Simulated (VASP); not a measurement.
SrErAs3:

```
Sr Er As
1.0
     4.72018    0.00000    0.00000
     0.00000    4.72018    0.00000
     0.00000    0.00000    4.72018
Sr Er As
1 1 3
Direct
  0.00000 0.00000 0.00000
  0.50000 0.50000 0.50000
  0.00000 0.50000 0.50000
  0.50000 0.00000 0.50000
  0.50000 0.50000 0.00000
```

The cell was generated, and may not be a known phase.

```yaml
Program: VASP 6.6.1
Task: relaxation of cell and atoms
Functional: PBE
Potentials_or_basis: VASP PAW PBE potentials, release 64 (Sr_sv, Er_3, As), 4f in core
Cutoff: 500 eV
k_mesh: 4 × 4 × 4
Occupations: gaussian, width 0.1 eV
Spin: no spin polarisation
```

At the start: pressure 35.7 GPa; volume 21.03 Å³/atom.

Question: How do energy, volume and symmetry change on relaxing?

Answer: Over 3 steps the energy falls by 820.1 meV/atom and the volume is 30.95 Å³/atom (+47.2 %); space group Pm-3m (No. 221, to 0.1 Å) before and after.

The path:
| step | energy change (eV) | largest force (eV/Å) | pressure (GPa) | volume (Å³) |
| --- | --- | --- | --- | --- |
| 1 | 0.0000 | 0.0000 | 35.68 | 105.17 |
| 2 | -3.2112 | 0.0000 | -6.16 | 193.80 |
| 3 | -4.1007 | 0.0000 | 0.16 | 154.76 |

Final structure:
```
CELL_PARAMETERS angstrom
5.36893 0.00000 0.00000
0.00000 5.36893 0.00000
0.00000 0.00000 5.36893
ATOMIC_POSITIONS crystal
Sr 0.00000 0.00000 0.00000
Er 0.50000 0.50000 0.50000
As 0.00000 0.50000 0.50000
As 0.50000 0.00000 0.50000
As 0.50000 0.50000 0.00000
```

Caveat: the volume moved by over 15 % at a fixed basis, so the end points are rough.
